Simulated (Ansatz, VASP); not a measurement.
**Two plane-wave programs on HCl**

The input POSCAR:

```
HCl
1.0
    0.0000000000      2.7375000000      2.8196250000
    2.7375000000      0.0000000000      2.8196250000
    2.7375000000      2.7375000000      0.0000000000
H Cl
1 1
Direct
    0.0000000000      0.0000000000      0.0000000000
    0.5000000000      0.5000000000      0.5000000000
```

The input INCAR.step1:

```
PREC     = Accurate       # precision mode
ENCUT    = 520            # plane-wave cutoff, eV
ISMEAR   = 0              # smearing method
SIGMA    = 0.15           # smearing width, eV
LREAL    = F              # projectors in reciprocal space
LASPH    = T              # aspherical terms in the spheres
NELM     = 80             # most SCF steps
NBANDS   = 11             # bands
GGA      = PE             # functional
ALGO     = Normal         # electronic algorithm
EDIFF    = 1E-4           # SCF threshold, eV
LWAVE    = T              # write WAVECAR
LCHARG   = F              # write CHGCAR
```

The input INCAR.step2:

```
PREC     = Accurate       # precision mode
ENCUT    = 520            # plane-wave cutoff, eV
EDIFF    = 1E-6           # SCF threshold, eV
ISMEAR   = 0              # smearing method
SIGMA    = 0.15           # smearing width, eV
LREAL    = F              # projectors in reciprocal space
LASPH    = T              # aspherical terms in the spheres
NELM     = 80             # most SCF steps
ALGO     = Normal         # electronic algorithm
ISIF     = 2              # what is computed and relaxed
LWAVE    = F              # write WAVECAR
LCHARG   = F              # write CHGCAR
METAGGA  = R2SCAN         # meta-GGA
LMIXTAU  = T            
NBANDS   = 11             # bands
ISTART   = 1
```

File KPOINTS:

```
Automatic mesh
0
Gamma
  16 16 16
```

Input for Ansatz:

```yaml
crystal:
  lattice:
    - [0.0, 2.7375, 2.819625]
    - [2.7375, 0.0, 2.819625]
    - [2.7375, 2.7375, 0.0]
  atoms:
    - { symbol: H, position: [0.0, 0.0, 0.0] }
    - { symbol: Cl, position: [0.5, 0.5, 0.5] }
basis:
  ecutwfc: 500
kpoints:
  mp_grid: { grid: [16, 16, 16] }
hamiltonian:
  xc: r2scan
scf:
  occupations: { method: gaussian, width: 0.15 }
output:
  forces: true
  stress: true
  eigenvalues: true
```

Change from the starting cell: strain +0.000 along x and y, +0.030 along z, atoms carried along.

Alike in both runs: task single point; functional r2SCAN; k mesh 16 × 16 × 16; occupations gaussian, width 0.15 eV; no spin polarisation.

|  | VASP | Ansatz |
| --- | --- | --- |
| version | VASP 6.6.1 | Ansatz 0.2.0 |
| potentials or method | VASP PAW PBE potentials, release 64 (H, Cl), cutoff 520 eV | scalar-relativistic, plane waves, PAW |
| valence electrons in the cell | 8 | 8 |

|  | VASP | Ansatz | Ansatz less VASP |
| --- | --- | --- | --- |
| pressure (GPa) | -9.9 | -9.9 | +0.08 |
| traceless stress, the component that is largest in VASP (GPa) | 1.53 | 1.53 | -0.003 |

VASP's potentials were made for PBE, not for r2SCAN.
